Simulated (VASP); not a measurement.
# Si2W (I4/mmm) in VASP: a series of runs

Runs on Si2W. Level: PBE. Tasks: single point.

Everything below comes from runs of VASP 6.6.1. Logs are shortened: lines on timing, memory, paths and dates and some standing lists are left out, and cuts for length are marked.

## 1. The cell of the first run

The structure is tetragonal, space group I4/mmm (No. 139). The conventional cell has a = 3.033 Å, b = 3.033 Å, c = 7.850 Å, α = 90.00°, β = 90.00°, γ = 90.00°. Within 3.3 Å of Si (site symmetry 4mm) lie 5 W at 2.51 to 2.63 Å and 9 Si at 2.52 to 3.03 Å. W (site symmetry 4/mmm) has 10 Si at 2.51 to 2.63 Å and 4 W at 3.03 Å within 3.3 Å.

## 2. Single point, PBE (12.03 Å³/atom)

INCAR reads:

```
SYSTEM = Si2W
ALGO = Normal
EDIFF = 1E-7
ENCUT = 520
GGA = PE
ISIF = 2
ISMEAR = 0
LASPH = .TRUE.
LCHARG = .TRUE.
LELF = .TRUE.
LREAL = .FALSE.
LVHAR = .TRUE.
LWAVE = .FALSE.
NBANDS = 18
NELM = 80
PREC = Accurate
SIGMA = 0.15
```

KPOINTS reads:

```
k-points
0
G
  18 18 18
  0 0 0
```

POSCAR reads:

```
Si2W
1.0
   -1.5163172574      1.5163172574      3.9251388524
    1.5163172574     -1.5163172574      3.9251388524
    1.5163172574      1.5163172574     -3.9251388524
Si W
2 1
Direct
    0.3345726944      0.3345726944      0.0000000000
    0.6654273056      0.6654273056      0.0000000000
    0.0000000000      0.0000000000      0.0000000000
```

Potentials or basis: VASP PAW PBE potentials, release 64 (Si, W_sv).

On the command line:

```
cat potpaw_PBE.64/Si/POTCAR potpaw_PBE.64/W_sv/POTCAR > POTCAR
mpirun -np 1 vasp_std > vasp.out
```

OUTCAR:

```text
SYSTEM = Si2W
   EDIFF = 1E-7
   ENCUT = 520
   GGA = PE
   ISIF = 2
   ISMEAR = 0
   LASPH = .TRUE.
   LREAL = .FALSE.
   NELM = 80
   PREC = Accurate

 ion  position               nearest neighbor table
   1  0.335  0.335  0.000-   3 2.51   3 2.51   3 2.51   3 2.51   2 2.52   2 2.52   2 2.52   2 2.52
                             2 2.60   3 2.63
   2  0.665  0.665  0.000-   3 2.51   3 2.51   3 2.51   3 2.51   1 2.52   1 2.52   1 2.52   1 2.52
                             1 2.60   3 2.63
   3  0.000  0.000  0.000-   2 2.51   2 2.51   2 2.51   1 2.51   2 2.51   1 2.51   1 2.51   1 2.51
                             1 2.63   2 2.63

  LATTYP: Found a body centered tetragonal cell.
 ALAT       =     3.0326345148
 C/A-ratio  =     2.5885999999

  Lattice vectors:

 A1 = (  -1.5163172574,   1.5163172574,   3.9251388524)
 A2 = (   1.5163172574,  -1.5163172574,   3.9251388524)
 A3 = (   1.5163172574,   1.5163172574,  -3.9251388524)

Analysis of symmetry for initial positions (statically):
=====================================================================
 Subroutine PRICEL returns:
 Original cell was already a primitive cell.

 Routine SETGRP: Setting up the symmetry group for a
 body centered tetragonal supercell.

 Subroutine GETGRP returns: Found 16 space group operations
 (whereof 16 operations were pure point group operations)
 out of a pool of 16 trial point group operations.

The static configuration has the point symmetry D_4h.

Analysis of symmetry for dynamics (positions and initial velocities):
=====================================================================
 Subroutine PRICEL returns:
 Original cell was already a primitive cell.

 Routine SETGRP: Setting up the symmetry group for a
 body centered tetragonal supercell.

 Subroutine GETGRP returns: Found 16 space group operations
 (whereof 16 operations were pure point group operations)
 out of a pool of 16 trial point group operations.

The dynamic configuration has the point symmetry D_4h.

 Subroutine INISYM returns: Found 16 space group operations
 (whereof 16 operations are pure point group operations),
 and found     1 'primitive' translations

----------------------------------------------------------------------------------------

                                     Primitive cell

  volume of cell :      36.0990

  direct lattice vectors                    reciprocal lattice vectors
    -1.516317257  1.516317257  3.925138852     0.000000000  0.329746297  0.127384029
     1.516317257 -1.516317257  3.925138852     0.329746297  0.000000000  0.127384029
     1.516317257  1.516317257 -3.925138852     0.329746297  0.329746297  0.000000000

  length of vectors
     4.472711824  4.472711824  4.472711824     0.353495843  0.353495843  0.466331685

  position of ions in fractional coordinates (direct lattice)
     0.334572694  0.334572694  0.000000000
     0.665427306  0.665427306  0.000000000
     0.000000000  0.000000000  0.000000000

  ion indices of the primitive-cell ions
   primitive index   ion index
                 1           1
                 2           2
                 3           3

----------------------------------------------------------------------------------------

 KPOINTS: k-points

Automatic generation of k-mesh.
 Grid dimensions read from file:
 generate k-points for:   18   18   18

 Generating k-lattice:

  Cartesian coordinates                     Fractional coordinates (reciprocal lattice)
     0.000000000  0.018319239  0.007076890     0.055555556  0.000000000 -0.000000000
     0.018319239  0.000000000  0.007076890     0.000000000  0.055555556 -0.000000000
     0.018319239  0.018319239  0.000000000     0.000000000  0.000000000  0.055555556

  Length of vectors
     0.019638658  0.019638658  0.025907316

  Shift w.r.t. Gamma in fractional coordinates (k-lattice)
     0.000000000  0.000000000  0.000000000

 Subroutine IBZKPT returns following result:
 ===========================================

 Found    480 irreducible k-points:

 Following reciprocal coordinates:
            Coordinates               Weight
  0.000000  0.000000  0.000000      1.000000
  0.055556  0.000000  0.000000      8.000000
  0.111111  0.000000  0.000000      8.000000
  0.166667  0.000000  0.000000      8.000000
  0.222222 -0.000000  0.000000      8.000000
  0.277778 -0.000000  0.000000      8.000000
[... 16 lines left out ...]
 -0.277778  0.055556 -0.000000     16.000000
 -0.222222  0.055556  0.000000     16.000000
 [... further k-points ...]
   k-points           NKPTS =    480   k-points in BZ     NKDIM =    480   number of bands    NBANDS=     18
   number of dos      NEDOS =    301   number of ions     NIONS =      3
   total plane-waves  NPLWV =  46656
   dimension x,y,z NGX =    36 NGY =   36 NGZ =   36
   dimension x,y,z NGXF=    72 NGYF=   72 NGZF=   72
   ions per type =               2   1
   NGX,Y,Z   is equivalent  to a cutoff of  13.38, 13.38, 13.38 a.u.
   NGXF,Y,Z  is equivalent  to a cutoff of  26.76, 26.76, 26.76 a.u.
 SYSTEM =  Si2W
   PREC   = accura    normal or accurate (medium, high low for compatibility)
   ISTART =      0    job   : 0-new  1-cont  2-samecut
   ICHARG =      2    charge: 1-file 2-atom 10-const
   ISPIN  =      1    spin polarized calculation?
   LNONCOLLINEAR =      F non collinear calculations
   LSORBIT =      F    spin-orbit coupling
   LASPH  =      T    aspherical Exc in radial PAW
   ENCUT  =  520.0 eV  38.22 Ry    6.18 a.u.   8.32  8.32  8.32*2*pi/ulx,y,z
   NELM   =     80;   NELMIN=  2; NELMDL= -5     # of ELM steps
   EDIFF  = 0.1E-06   stopping-criterion for ELM
   LREAL  =      F    real-space projection
   EDIFFG = 0.1E-05   stopping-criterion for IOM
   NSW    =      0    number of steps for IOM
   IBRION =     -1    ionic relax: 0-MD 1-quasi-New 2-CG
   NFREE  =      0    steps in history (QN), initial steepest desc. (CG)
   ISIF   =      2    stress and relaxation
   ISYM   =      2    0-nonsym 1-usesym 2-fastsym
   POTIM  = 0.5000    time-step for ionic-motion
   TEBEG  =    0.0;   TEEND  =   0.0 temperature during run
   PSTRESS=    0.0 pullay stress
   NELECT =      22.0000    total number of electrons
   NUPDOWN=      -1.0000    fix difference up-down
   EMIN   =  10.00;   EMAX   =-10.00  energy-range for DOS
   EFERMI =   0.00;   METHOD = LEGACY
   ISMEAR =     0;   SIGMA  =   0.15  broadening in eV -4-tet -1-fermi 0-gaus
   EFERMI_NEDOS =   21; number of points for ismear=-14 and -15
   IALGO  =     38    algorithm
   IMIX   =      4    mixing-type and parameters
     AMIX     =   0.40;   BMIX     =  1.00
     AMIX_MAG =   1.60;   BMIX_MAG =  1.00
  volume/ion in A,a.u.               =      12.03        81.20
  Fermi-wavevector in a.u.,A,eV,Ry     =   1.387983  2.622907 26.211563  1.926496
  Thomas-Fermi vector in A             =   2.512152
   LORBIT       =      0    0 simple, 1 ext, 2 COOP (PROOUT), +10 PAW based schemes
   GGA     = PE    functional components
   LHFCALC =     F    Hartree Fock is set to
   AEXX    =    0.0000 exact exchange contribution
   IVDW    =     0    specifies the selected vdW correction
   LEPSILON=     F    determine dielectric tensor
   LRPA    =     F    only Hartree local field effects (RPA)
 non-spin polarized calculation
 Gauss-broadening in eV      SIGMA  =   0.15
  energy-cutoff  :      520.00
  volume of cell :       36.10
 maximum number of plane-waves:       997
 NGX is ok and might be reduce to    36
   NGX = 17   NGY = 17   NGZ = 17

 number of electron      22.0000000 magnetization

 Free energy of the ion-electron system (eV)
  ---------------------------------------------------
  ext. energy  EPLUGINS =         0.00000000
  ---------------------------------------------------
  free energy    TOTEN  =       -24.19763507 eV

  energy without entropy =      -24.19434127  energy(sigma->0) =      -24.19598817

 E-fermi :  13.8068     XC(G=0): -13.0840

 val. band max:       13.8026341296   @ k =  -0.3889   0.3889   0.3889
 cond. band min:      13.8205921666   @ k =  -0.3889  -0.3889   0.3333
 fundamental gap:      0.0179580370
 Fermi energy:        13.8068006989

 k-point     1 :       0.0000    0.0000    0.0000
  band No.  band energies     occupation
      1     -59.8922      2.00000
      2     -24.3280      2.00000
      3     -24.1419      2.00000
      4     -24.1419      2.00000
      5      -1.4052      2.00000
      6       5.8817      2.00000
[... 10 lines left out ...]
     17      19.8376      0.00000
     18      19.8376      0.00000

 k-point     2 :       0.0556    0.0000    0.0000
  band No.  band energies     occupation
      1     -59.8917      2.00000
      2     -24.3269      2.00000
      3     -24.1547      2.00000
      4     -24.1408      2.00000
      5      -1.3380      2.00000
      6       5.9036      2.00000
[... 10 lines left out ...]
     17      19.8679      0.00000
     18      20.1381      0.00000

 k-point     3 :       0.1111    0.0000    0.0000
  band No.  band energies     occupation
      1     -59.8901      2.00000
      2     -24.3235      2.00000
      3     -24.1914      2.00000
      4     -24.1374      2.00000
      5      -1.1381      2.00000
      6       5.9597      2.00000
[... 10 lines left out ...]
     17      20.0538      0.00000
     18      20.8345      0.00000

 k-point     4 :       0.1667    0.0000    0.0000
  band No.  band energies     occupation
      1     -59.8878      2.00000
      2     -24.3184      2.00000
      3     -24.2471      2.00000
      4     -24.1322      2.00000
      5      -0.8114      2.00000
      6       6.0168      2.00000
[... 375 lines left out ...]
      4     -24.1247      2.00000
      5       0.7951      2.00000
      6       5.4550      2.00000
[... 10 lines left out ...]
     17      21.7767      0.00000
     18      22.9487      0.00000

 k-point    23 :      -0.2778    0.0556   -0.0000
  band No.  band energies     occupation
      1     -59.8812      2.00000
      2     -24.3845      2.00000
      3     -24.3027      2.00000
      4     -24.1312      2.00000
      5       0.1649      2.00000
      6       6.0064      2.00000
[... 10 lines left out ...]
     17      21.9230      0.00000
     18      22.5413      0.00000

 k-point    24 :      -0.2222    0.0556    0.0000
  band No.  band energies     occupation
      1     -59.8843      2.00000
      2     -24.3141      2.00000
      3     -24.3089      2.00000
      4     -24.1382      2.00000
      5      -0.3711      2.00000
      6       6.2768      2.00000
[... 10 lines left out ...]
     17      21.1207      0.00000
     18      22.7299      0.00000

 [... further k-points ...]

------------------------ aborting loop because EDIFF is reached ----------------------------------------

  FORCE on cell =-STRESS in cart. coord.  units (eV):
  Direction    XX          YY          ZZ          XY          YZ          ZX
  --------------------------------------------------------------------------------------
  -------------------------------------------------------------------------------------
  Total       10.2136931     10.2136931      4.3293130      0.0000000     -0.0000000     -0.0000000
  in kB      453.3130422    453.3130422    192.1473469      0.0000000     -0.0000000     -0.0000000
  external PRESSURE =     366.2578104 kB  Pullay stress =       0.0000000 kB

 VOLUME and BASIS-vectors are now :
 -----------------------------------------------------------------------------
  energy-cutoff  :      520.00
  volume of cell :       36.10
      direct lattice vectors                 reciprocal lattice vectors
    -1.516317257  1.516317257  3.925138852     0.000000000  0.329746297  0.127384029
     1.516317257 -1.516317257  3.925138852     0.329746297  0.000000000  0.127384029
     1.516317257  1.516317257 -3.925138852     0.329746297  0.329746297  0.000000000

 POSITION                                       TOTAL-FORCE (eV/Angst)
 -----------------------------------------------------------------------------------
      0.00000      0.00000      2.62649         0.000000      0.000000     -0.475196
      0.00000      0.00000      5.22379        -0.000000     -0.000000      0.475196
      0.00000      0.00000      0.00000         0.000000      0.000000      0.000000
 -----------------------------------------------------------------------------------
    total drift:                               -0.000000      0.000000      0.000000

  FREE ENERGIE OF THE ION-ELECTRON SYSTEM (eV)
  ---------------------------------------------------
  free  energy   TOTEN  =       -24.1976350711 eV

  energy  without entropy=      -24.1943412727  energy(sigma->0) =      -24.19598817
```

Wall time 3.7 min (1 thread of Intel Xeon 6975P-C (Granite Rapids), shared host); peak memory 0.43 GiB.

Results:

```yaml
Free_energy: -24.1976 eV
Pressure: 36.6 GPa
Largest_force: 0.475 eV/Å
Band_gap_on_the_k_mesh: zero (bands 11 and 12 overlap by 1.63 eV)
```

Forces in eV/Å, atoms in the order of the input:
```
Si   0.000  0.000 -0.475
Si   0.000  0.000  0.475
W    0.000  0.000  0.000
```

Caveat: the stress differs along the axes, from 19 to 45 GPa; spin-orbit coupling is left out, which moves the levels of the heavy elements.

## 3. Single point, PBE (12.03 Å³/atom)

INCAR reads:

```
ALGO = Normal
EDIFF = 1E-6
ENCUT = 520
GGA = PE
ISIF = 2
ISMEAR = 0
LASPH = True
LCHARG = True
LELF = True
LREAL = False
LVHAR = True
LWAVE = False
NBANDS = 18
NELM = 100
PREC = Accurate
SIGMA = 0.15
```

KPOINTS reads:

```
k-points
0
Gamma
  18 18 18
```

POSCAR reads:

```
Si2W
1.0
   -1.4562196490      1.4562196490      4.2558019241
    1.4562196490     -1.4562196490      4.2558019241
    1.4562196490      1.4562196490     -4.2558019241
Si W
2 1
Direct
    0.3345726944      0.3345726944      0.0000000000
    0.6654273056      0.6654273056      0.0000000000
    0.0000000000      0.0000000000      0.0000000000
```

Potentials or basis: VASP PAW PBE potentials, release 64 (Si, W_sv).

On the command line:

```
cat potpaw_PBE.64/Si/POTCAR potpaw_PBE.64/W_sv/POTCAR > POTCAR
mpirun -np 1 vasp_std > vasp.out
```

It took 3.1 min on 1 thread of Intel Xeon 6975P-C (Granite Rapids), shared host; peak memory 0.43 GiB.

The run converged. Its results:

```
Free energy            : -23.3271 eV
Pressure               : 39.7 GPa
Largest force          : 0.487 eV/Å
Band gap on the k mesh : zero (bands 11 and 12 overlap by 2.61 eV)
```

Forces in eV/Å, atoms in the order of the input:
```
Si   0.000  0.000 -0.487
Si   0.000  0.000  0.487
W    0.000  0.000  0.000
```

Stress tensor (GPa, compression positive):
```
60.98  0.00  0.00
 0.00 60.98  0.00
 0.00  0.00 -2.86
```

Levels at points of the mesh, in eV from the Fermi level:
```csv
k point,band 8,band 9,band 10,band 11,band 12,band 13,band 14,band 15
"(0.00, 0.00, 0.00)",-4.35,-2.28,-2.28,1.89,2.61,2.88,4.62,4.72
"(0.50, 0.00, 0.00)",-5.56,-3.88,-2.21,0.00,2.09,2.33,4.24,4.79
"(0.50, 0.50, 0.00)",-5.42,-5.29,-5.06,-1.68,1.47,1.68,2.72,4.09
"(0.50, 0.50, 0.50)",-3.57,-0.74,-0.74,0.43,0.43,1.46,1.96,5.26
```

Caveat: the stress differs along the axes, from -3 to 61 GPa; spin-orbit coupling is left out, which moves the levels of the heavy elements.
